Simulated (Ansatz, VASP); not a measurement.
## Rh: VASP beside Ansatz

```xyz
2
Lattice="2.7248 0.0000 0.0000 -1.3624 2.3597 0.0000 0.0000 0.0000 4.3849" Properties=species:S:1:pos:R:3 pbc="T T T"
Rh    0.0000    1.5732    1.0962
Rh    1.3624    0.7866    3.2887
```

Alike in both runs: functional PBE; k mesh 18 × 18 × 10; occupations gaussian, width 0.1 eV; no spin polarisation.

Ansatz relaxed the structure, and its values are those at the end. VASP's run is a single point on that final structure, the one shown.

|  | VASP | Ansatz |
| --- | --- | --- |
| version | VASP 6.6.1 | Ansatz 0.2.0 |
| potentials or method | VASP PAW PBE potentials, release 64 (Rh_pv), cutoff 520 eV | scalar-relativistic, plane waves, PAW |
| valence electrons in the cell | 30 | 34 |

```csv
,VASP,Ansatz,Ansatz less VASP
gap on the k mesh at the Fermi level (eV),none,none,-
pressure (GPa),0.0,0.0,-0.04
```

A gap of «none» marks a metal or a gap that the smearing closes. VASP's potentials hold 30 valence electrons a cell and Ansatz's 34, so a difference there can come from the potentials and not from the codes.
